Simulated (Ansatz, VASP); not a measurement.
## Two plane-wave programs on Nb

Contents of INCAR:

```
SYSTEM = Nb
PREC = Accurate
ENCUT = 520
EDIFF = 1E-7
ISMEAR = 0
SIGMA = 0.1
LREAL = .FALSE.
LASPH = .TRUE.
NELM = 150
ALGO = Normal
ISIF = 2
LWAVE = .FALSE.
LCHARG = .FALSE.
MAGMOM = 0 0 0
LORBIT = 11
LSORBIT = .TRUE.
GGA_COMPAT = .FALSE.
LORBMOM = .TRUE.
LMAXMIX = 4
GGA = PS
NBANDS = 24
```

File KPOINTS:

```
regular mesh
0
G
  18 18 18
  0 0 0
```

File POSCAR:

```
Nb
1.0
   -1.6362222516      1.6362222516      1.6362222516
    1.6362222516     -1.6362222516      1.6362222516
    1.6362222516      1.6362222516     -1.6362222516
Nb
1
Direct
    0.0000000000      0.0000000000      0.0000000000
```

Input for Ansatz:

```yaml
crystal:
  lattice:
    - [-1.6362222516, 1.6362222516, 1.6362222516]
    - [1.6362222516, -1.6362222516, 1.6362222516]
    - [1.6362222516, 1.6362222516, -1.6362222516]
  atoms:
    - { symbol: Nb, position: [0.0, 0.0, 0.0] }
basis:
  ecutwfc: 420
kpoints:
  mp_grid: { grid: [18, 18, 18] }
  band_path:
    path:
      - [0.0, 0.0, 0.0]
      - [0.5, -0.5, 0.5]
      - [0.0, 0.0, 0.5]
      - [0.25, 0.25, 0.25]
    npoints: 1
hamiltonian:
  xc: pbesol
scf:
  occupations: { method: gaussian, width: 0.1 }
  n_extra_bands: 8
output:
  eigenvalues: true
  write_density: true
  write_potential: true
  elf: true
  volumetric_format: npy
magnetization:
  noncollinear: true
  spin_orbit: true
```

Alike in both runs: task single point; functional PBEsol; k mesh 18 × 18 × 18; occupations gaussian, width 0.1 eV; non-collinear spin, spin-orbit coupling.

```csv
,VASP,Ansatz
version,VASP 6.6.1,Ansatz 0.2.0
potentials or method,"VASP PAW PBE potentials, release 64 (Nb_sv), cutoff 520 eV","plane waves, PAW"
valence electrons in the cell,13,13
```

|  | VASP | Ansatz | Ansatz less VASP |
| --- | --- | --- | --- |
| net moment per atom (μB) | 0.00 | 0.00 | 0.000 |

VASP's potentials were made for PBE, not for PBEsol. The functional is the same, so the differences come from potentials, cutoffs and numerics.
